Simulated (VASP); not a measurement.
# W (Im-3m) in VASP: further runs, part 2 of 2

VASP 6.6.1. The steps go on from the part before.

## Step 3: Relaxation of cell and atoms, LDA

This run uses another cell than the first one, of 15.85 Å³/atom, 1.027 times its volume.

INCAR reads:

```
  PREC = Accurate
  ENCUT = 600
  EDIFF = 1E-6
  ISMEAR = 1
  SIGMA = 0.1
  LREAL = False
  LASPH = True
  NELM = 100
  ALGO = Normal
  ISIF = 3
  LWAVE = False
  LCHARG = False
  IBRION = 2
  NSW = 60
  EDIFFG = -0.02
```

KPOINTS reads:

```
Automatic mesh
0
Gamma
  10 10 10
```

POSCAR reads:

```
W
1.0
   -1.5823450000      1.5823450000      1.5823450000
    1.5823450000     -1.5823450000      1.5823450000
    1.5823450000      1.5823450000     -1.5823450000
W
1
Direct
    0.0000000000      0.0000000000      0.0000000000
```

Potentials or basis: VASP PAW LDA potentials, release 64 (W_sv).

Started as:

```
cat potpaw_LDA.64/W_sv/POTCAR > POTCAR
mpirun -np 1 vasp_std > vasp.out
```

OUTCAR:

```text
PREC = Accurate
   ENCUT = 600
   EDIFF = 1E-6
   ISMEAR = 1
   LREAL = False
   LASPH = True
   NELM = 100
   ISIF = 3
   IBRION = 2
   NSW = 60
   EDIFFG = -0.02

 ion  position               nearest neighbor table
   1  0.000  0.000  0.000-

  LATTYP: Found a body centered cubic cell.
 ALAT       =     3.1646900000

  Lattice vectors:

 A1 = (  -1.5823450000,   1.5823450000,   1.5823450000)
 A2 = (   1.5823450000,  -1.5823450000,   1.5823450000)
 A3 = (   1.5823450000,   1.5823450000,  -1.5823450000)

Analysis of symmetry for initial positions (statically):
=====================================================================
 Subroutine PRICEL returns:
 Original cell was already a primitive cell.

 Routine SETGRP: Setting up the symmetry group for a
 body centered cubic supercell.

 Subroutine GETGRP returns: Found 48 space group operations
[... 9 lines left out ...]

 Routine SETGRP: Setting up the symmetry group for a
 body centered cubic supercell.

 Subroutine GETGRP returns: Found 48 space group operations
[... 11 lines left out ...]
                                     Primitive cell

  volume of cell :      15.8476

  direct lattice vectors                    reciprocal lattice vectors
    -1.582345000  1.582345000  1.582345000     0.000000000  0.315986716  0.315986716
     1.582345000 -1.582345000  1.582345000     0.315986716  0.000000000  0.315986716
     1.582345000  1.582345000 -1.582345000     0.315986716  0.315986716  0.000000000

  length of vectors
     2.740701935  2.740701935  2.740701935     0.446872699  0.446872699  0.446872699

  position of ions in fractional coordinates (direct lattice)
     0.000000000  0.000000000  0.000000000

  ion indices of the primitive-cell ions
   primitive index   ion index
                 1           1

----------------------------------------------------------------------------------------

 KPOINTS: Automatic mesh

Automatic generation of k-mesh.
 Grid dimensions read from file:
 generate k-points for:   10   10   10

 Generating k-lattice:

  Cartesian coordinates                     Fractional coordinates (reciprocal lattice)
     0.000000000  0.031598672  0.031598672     0.100000000  0.000000000  0.000000000
     0.031598672  0.000000000  0.031598672     0.000000000  0.100000000  0.000000000
     0.031598672  0.031598672  0.000000000     0.000000000  0.000000000  0.100000000

  Length of vectors
     0.044687270  0.044687270  0.044687270

  Shift w.r.t. Gamma in fractional coordinates (k-lattice)
     0.000000000  0.000000000  0.000000000

 Subroutine IBZKPT returns following result:
 ===========================================

 Found     47 irreducible k-points:

 Following reciprocal coordinates:
            Coordinates               Weight
  0.000000  0.000000  0.000000      1.000000
  0.100000  0.000000  0.000000     12.000000
  0.200000  0.000000  0.000000     12.000000
  0.300000  0.000000  0.000000     12.000000
  0.400000  0.000000  0.000000     12.000000
  0.500000  0.000000  0.000000      6.000000
[... 16 lines left out ...]
  0.300000  0.300000  0.100000      8.000000
 -0.300000  0.300000  0.100000     24.000000
 [... further k-points ...]
   k-points           NKPTS =     47   k-points in BZ     NKDIM =     47   number of bands    NBANDS=     11
   number of dos      NEDOS =    301   number of ions     NIONS =      1
   total plane-waves  NPLWV =  13824
   dimension x,y,z NGX =    24 NGY =   24 NGZ =   24
   dimension x,y,z NGXF=    48 NGYF=   48 NGZF=   48
   ions per type =               1
   NGX,Y,Z   is equivalent  to a cutoff of  14.56, 14.56, 14.56 a.u.
   NGXF,Y,Z  is equivalent  to a cutoff of  29.12, 29.12, 29.12 a.u.
 SYSTEM =  unknown system
   PREC   = accura    normal or accurate (medium, high low for compatibility)
   ISTART =      0    job   : 0-new  1-cont  2-samecut
   ICHARG =      2    charge: 1-file 2-atom 10-const
   ISPIN  =      1    spin polarized calculation?
   LNONCOLLINEAR =      F non collinear calculations
   LSORBIT =      F    spin-orbit coupling
   LASPH  =      T    aspherical Exc in radial PAW
   ENCUT  =  600.0 eV  44.10 Ry    6.64 a.u.   5.47  5.47  5.47*2*pi/ulx,y,z
   NELM   =    100;   NELMIN=  2; NELMDL= -5     # of ELM steps
   EDIFF  = 0.1E-05   stopping-criterion for ELM
   LREAL  =      F    real-space projection
   EDIFFG = -.2E-01   stopping-criterion for IOM
   NSW    =     60    number of steps for IOM
   IBRION =      2    ionic relax: 0-MD 1-quasi-New 2-CG
   NFREE  =      1    steps in history (QN), initial steepest desc. (CG)
   ISIF   =      3    stress and relaxation
   ISYM   =      2    0-nonsym 1-usesym 2-fastsym
   POTIM  = 0.5000    time-step for ionic-motion
   TEBEG  =    0.0;   TEEND  =   0.0 temperature during run
   PSTRESS=    0.0 pullay stress
   NELECT =      14.0000    total number of electrons
   NUPDOWN=      -1.0000    fix difference up-down
   EMIN   =  10.00;   EMAX   =-10.00  energy-range for DOS
   EFERMI =   0.00;   METHOD = LEGACY
   ISMEAR =     1;   SIGMA  =   0.10  broadening in eV -4-tet -1-fermi 0-gaus
   EFERMI_NEDOS =   21; number of points for ismear=-14 and -15
   IALGO  =     38    algorithm
   IMIX   =      4    mixing-type and parameters
     AMIX     =   0.40;   BMIX     =  1.00
     AMIX_MAG =   1.60;   BMIX_MAG =  1.00
  volume/ion in A,a.u.               =      15.85       106.94
  Fermi-wavevector in a.u.,A,eV,Ry     =   1.570832  2.968442 33.572544  2.467512
  Thomas-Fermi vector in A             =   2.672506
   LORBIT       =      0    0 simple, 1 ext, 2 COOP (PROOUT), +10 PAW based schemes
   GGA     = CA    functional components
   LHFCALC =     F    Hartree Fock is set to
   AEXX    =    0.0000 exact exchange contribution
   IVDW    =     0    specifies the selected vdW correction
   LEPSILON=     F    determine dielectric tensor
   LRPA    =     F    only Hartree local field effects (RPA)
 conjugate gradient relaxation of ions
 non-spin polarized calculation
 Methfessel and Paxton  Order N= 1 SIGMA  =   0.10
  energy-cutoff  :      600.00
  volume of cell :       15.85
 maximum number of plane-waves:       543
 NGX is ok and might be reduce to    24
   NGX = 11   NGY = 11   NGZ = 11

--------------------------------------- Ionic step        1  -------------------------------------------

 number of electron      14.0000001 magnetization

 Free energy of the ion-electron system (eV)
  ---------------------------------------------------
  ext. energy  EPLUGINS =         0.00000000
  ---------------------------------------------------
  free energy    TOTEN  =       -14.08913401 eV

  energy without entropy =      -14.08944585  energy(sigma->0) =      -14.08923796

------------------------ aborting loop because EDIFF is reached ----------------------------------------

  FORCE on cell =-STRESS in cart. coord.  units (eV):
  Direction    XX          YY          ZZ          XY          YZ          ZX
  --------------------------------------------------------------------------------------
  -------------------------------------------------------------------------------------
  Total       -0.6593252     -0.6593252     -0.6593252      0.0000000      0.0000000      0.0000000
  in kB      -66.6571501    -66.6571501    -66.6571501      0.0000000      0.0000000      0.0000000
  external PRESSURE =     -66.6571501 kB  Pullay stress =       0.0000000 kB
[... 90 lines left out ...]
  energy  without entropy=      -14.0961554054  energy(sigma->0) =      -14.09599780

--------------------------------------- Ionic step        4  -------------------------------------------

 number of electron      14.0000000 magnetization

 Free energy of the ion-electron system (eV)
  ---------------------------------------------------
  ext. energy  EPLUGINS =         0.00000000
  ---------------------------------------------------
  free energy    TOTEN  =       -14.09592615 eV

  energy without entropy =      -14.09616100  energy(sigma->0) =      -14.09600443

 E-fermi :  11.7645     XC(G=0): -13.9494

 val. band max:       11.6464975205   @ k =   0.5000   0.5000   0.2000
 cond. band min:      11.8129291108   @ k =   0.1000   0.1000   0.0000
 fundamental gap:      0.1664315903
 Fermi energy:        11.7645356087

 k-point     1 :       0.0000    0.0000    0.0000
  band No.  band energies     occupation
      1     -62.1250      2.00000
      2     -25.8984      2.00000
      3     -25.8984      2.00000
      4     -25.8984      2.00000
      5       1.9663      2.00000
      6      10.3098      2.00000
      7      10.3098      2.00000
      8      10.3098      2.00000
      9      13.8503      0.00000
     10      13.8503      0.00000
     11      26.2468      0.00000
[... 309 lines left out ...]
 k-point    24 :      -0.3000    0.3000    0.1000
  band No.  band energies     occupation
      1     -62.0142      2.00000
      2     -26.8217      2.00000
      3     -26.2497      2.00000
      4     -26.0107      2.00000
      5       5.4004      2.00000
      6       9.0857      2.00000
      7       9.5082      2.00000
      8      12.4093     -0.00000
      9      14.1198      0.00000
     10      14.8945      0.00000
     11      25.5858      0.00000

 [... further k-points ...]
[... 5 lines left out ...]
  --------------------------------------------------------------------------------------
  -------------------------------------------------------------------------------------
  Total       -0.0040205     -0.0040205     -0.0040205     -0.0000000     -0.0000000      0.0000000
  in kB       -0.4148531     -0.4148531     -0.4148531     -0.0000000     -0.0000000      0.0000000
  external PRESSURE =      -0.4148531 kB  Pullay stress =       0.0000000 kB
[... 16 lines left out ...]
  FREE ENERGIE OF THE ION-ELECTRON SYSTEM (eV)
  ---------------------------------------------------
  free  energy   TOTEN  =       -14.0959261505 eV

  energy  without entropy=      -14.0961609996  energy(sigma->0) =      -14.09600443

 reached required accuracy - stopping structural energy minimisation
```

OSZICAR:

```text
N       E                     dE             d eps       ncg     rms          rms(c)
DAV:   1     0.821066270633E+02    0.82107E+02   -0.84863E+03  1034   0.158E+03
DAV:   2    -0.130534973422E+02   -0.95160E+02   -0.92075E+02  1103   0.354E+02
DAV:   3    -0.147704495766E+02   -0.17170E+01   -0.16822E+01  1186   0.455E+01
[... 27 lines left out ...]
       N       E                     dE             d eps       ncg     rms          rms(c)
DAV:   1    -0.140959772228E+02   -0.58008E-04   -0.12015E-03  1058   0.554E-01    0.949E-02
DAV:   2    -0.140959338267E+02    0.43396E-04   -0.64267E-05  1046   0.111E-01    0.214E-02
DAV:   3    -0.140959261305E+02    0.76963E-05   -0.20816E-05  1070   0.617E-02    0.170E-02
DAV:   4    -0.140959261505E+02   -0.20083E-07   -0.47065E-07   634   0.980E-03
   4 F= -.14095926E+02 E0= -.14096004E+02  d E =-.679214E-02
```

Run time: 14 s. Hardware: 1 thread of Intel Xeon Platinum 8488C (Sapphire Rapids), shared host; peak memory 0.15 GiB.

What came out:

- Free energy: -14.0959 eV
- Relaxed volume: 15.53 Å³/atom
- Relaxed cell: a = 2.722 Å, b = 2.722 Å, c = 2.722 Å, α = 109.47°, β = 109.47°, γ = 109.47°
- Space group after relaxing (to 0.05 Å): Im-3m (No. 229)
- Energy gained by relaxing: 6.8 meV/atom
- Ionic steps: 4
- Pressure after relaxing: 0.0 GPa
- Band gap on the k mesh: zero (band 7 reaches 16.90 eV, above the bottom of band 8 at 10.31 eV)

The path:
```csv
step,energy change (eV),largest force (eV/Å),pressure (GPa),volume (Å³)
1,0.0000,0.0000,-6.67,15.85
2,0.0956,0.0000,30.75,14.38
3,-0.0068,0.0000,-0.23,15.54
4,-0.0068,0.0000,-0.04,15.53
```

Final structure:
```cif
data_structure
_symmetry_space_group_name_H-M 'P 1'
_symmetry_Int_Tables_number 1
_cell_length_a 2.7221
_cell_length_b 2.7221
_cell_length_c 2.7221
_cell_angle_alpha 109.471
_cell_angle_beta 109.471
_cell_angle_gamma 109.471
_cell_volume 15.53
loop_
_atom_site_label
_atom_site_type_symbol
_atom_site_fract_x
_atom_site_fract_y
_atom_site_fract_z
_atom_site_occupancy
W1 W 0.00000 0.00000 0.00000 1
```

Levels at points of the mesh, in eV from the Fermi level:
```
           k point  band 3  band 4  band 5  band 6  band 7  band 8  band 9  band 10  band 11
(0.00, 0.00, 0.00)  -37.66  -37.66   -9.80   -1.45   -1.45   -1.45    2.09     2.09    14.48
(0.50, 0.00, 0.00)  -38.12  -37.67   -6.54   -3.84    0.77    2.00    2.98     6.16    11.48
(0.50, 0.50, 0.50)  -38.64  -38.64   -6.16   -6.16    5.13    5.13    5.13     8.38     8.38
```

Caveat: spin-orbit coupling is left out, which moves the levels of the heavy elements. Zero-point motion and thermal expansion aren't in these numbers.
